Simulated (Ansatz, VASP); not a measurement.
# One calculation of Ga, two programs

```xyz
1
Lattice="2.5974 0.0000 0.0000 0.0000 2.5974 0.0000 0.0000 0.0000 2.5974" Properties=species:S:1:pos:R:3 pbc="T T T"
Ga    0.0000    0.0000    0.0000
```

Alike in both runs: task single point; functional r2SCAN; k mesh 13 × 13 × 13; occupations fermi-dirac, width 0.1 eV; no spin polarisation.

|  | VASP | Ansatz |
| --- | --- | --- |
| version | VASP 6.6.1 | Ansatz 0.2.0 |
| potentials or method | VASP PAW PBE potentials, release 64 (Ga_d), cutoff 520 eV | plane waves (500 eV) with PAW, scalar-relativistic |
| valence electrons in the cell | 13 | 13 |

Ansatz gave:

* pressure (GPa): 6.0

Estimate VASP's values.

pressure (GPa): 5.9.

VASP's potentials were made for PBE, not for r2SCAN.
